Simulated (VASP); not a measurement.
Set up this calculation in VASP 6.6.1, as the native input.

```
Task                   : single point
Functional             : PBE
Dispersion             : D3(BJ)
Potentials or basis    : VASP PAW PBE potentials, release 64 (Al)
Cutoff                 : 520 eV
k mesh                 : 22 × 22 × 22
Occupations            : gaussian, width 0.15 eV
Spin                   : no spin polarisation
Dipole correction      : no
Further INCAR settings : ALGO = Normal; EDIFF = 1e-07; NBANDS = 8
```

The structure of Al lies in POSCAR:

```
Al
1.0
    0.0000000000      2.3365142344      1.5187342523
    2.3365142344      0.0000000000      1.5187342523
    2.3365142344      2.3365142344      0.0000000000
Al
1
Direct
    0.0000000000      0.0000000000      0.0000000000
```

This cell differs from its parent crystal: ratio of the length along z to the lengths across it x 0.65, volume and fractional coordinates fixed.

These files were run (other wordings do the same):

INCAR

```
SYSTEM = Al
ALGO = Normal
EDIFF = 1E-7
ENCUT = 520
GGA = PE
ISIF = 2
ISMEAR = 0
IVDW = 12
LASPH = .TRUE.
LCHARG = .FALSE.
LREAL = .FALSE.
LWAVE = .FALSE.
NBANDS = 8
NELM = 80
PREC = Accurate
SIGMA = 0.15
```

KPOINTS

```
k-points
0
G
  22 22 22
  0 0 0
```

Potentials or basis: VASP PAW PBE potentials, release 64 (Al).

Command:

```sh
$ cat potpaw_PBE.64/Al/POTCAR > POTCAR
$ mpirun -np 1 vasp_std > vasp.out
```

It gave:

- Pressure: -1.9 GPa
- Dispersion energy per atom: -0.334 eV

Caveat: pairwise dispersion overbinds metals, which lowers pressure and volume.

Wall time 66 s on 1 thread of AMD EPYC 9R45 96-Core Processor (Zen 5), with other jobs on the host, peak memory 0.19 GiB.
